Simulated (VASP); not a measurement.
Write the native input for VASP 6.6.1 that does the following.

- Task: relaxation of cell and atoms
- Functional: PBE
- Potentials or basis: VASP PAW PBE potentials, release 64 (Si, C)
- Cutoff: 600 eV
- k mesh: 6 × 6 × 6
- Occupations: gaussian, width 0.02 eV
- Spin: no spin polarisation
- Dipole correction: no
- Further INCAR settings: ALGO = Normal; EDIFF = 1e-07; IBRION = 2; EDIFFG = -0.015; NSW = 80; ISIF = 3

The structure of SiC lies in POSCAR:

```
SiC
1.0
    0.0000000000      0.0000000000     -5.0742922908
   -4.6379047749     -2.6776955702      0.0000000000
    0.0000000000      5.3553911405      0.0000000000
Si C
6 6
Direct
    0.5004182931      0.6666666667      0.6666666667
    0.5004182931      1.0000000000      0.3333333333
    0.5004182931      0.3333333333      0.0000000000
    0.0004182931      0.3333333333      0.3333333333
    0.0004182931      0.6666666667      0.0000000000
    0.0004182931      0.0000000000      0.6666666667
    0.1245817069      0.6666666667      0.6666666667
    0.1245817069      1.0000000000      0.3333333333
    0.1245817069      0.3333333333      0.0000000000
    0.6245817069      0.3333333333      0.3333333333
    0.6245817069      0.6666666667      0.0000000000
    0.6245817069      0.0000000000      0.6666666667
```

The input as run:

INCAR

```
SYSTEM = SiC
ALGO     = Normal         ! electronic algorithm
EDIFF    = 1E-7           ! SCF threshold, eV
EDIFFG   = -0.015         ! ionic threshold
ENCUT    = 600            ! plane-wave cutoff, eV
GGA      = PE             ! functional
IBRION   = 2              ! ionic algorithm
ISIF     = 3              ! what is computed and relaxed
ISMEAR   = 0              ! smearing method
LASPH    = .True.         ! aspherical terms in the spheres
LCHARG   = .False.        ! write CHGCAR
LREAL    = .False.        ! projectors in reciprocal space
LWAVE    = .False.        ! write WAVECAR
NELM     = 80             ! most SCF steps
NSW      = 80             ! ionic steps
PREC     = Accurate       ! precision mode
SIGMA    = 0.02           ! smearing width, eV
```

KPOINTS

```
k-points
0
Gamma
  6 6 6
  0 0 0
```

Potentials or basis: VASP PAW PBE potentials, release 64 (Si, C).

The run is started by

```sh
$ cat potpaw_PBE.64/Si/POTCAR potpaw_PBE.64/C/POTCAR > POTCAR
$ mpirun -np 1 vasp_std > vasp.out
```

It gave:

```json
{
  "Pressure after relaxing": "-0.2 GPa",
  "Band gap on the k mesh": "2.30 eV"
}
```

Caveat: the relaxation stopped at its first step, so nothing moved.

It took 86 s on 1 thread of Intel(R) Xeon(R) 6975P-C (Granite Rapids) (shared host), peak memory 0.33 GiB.
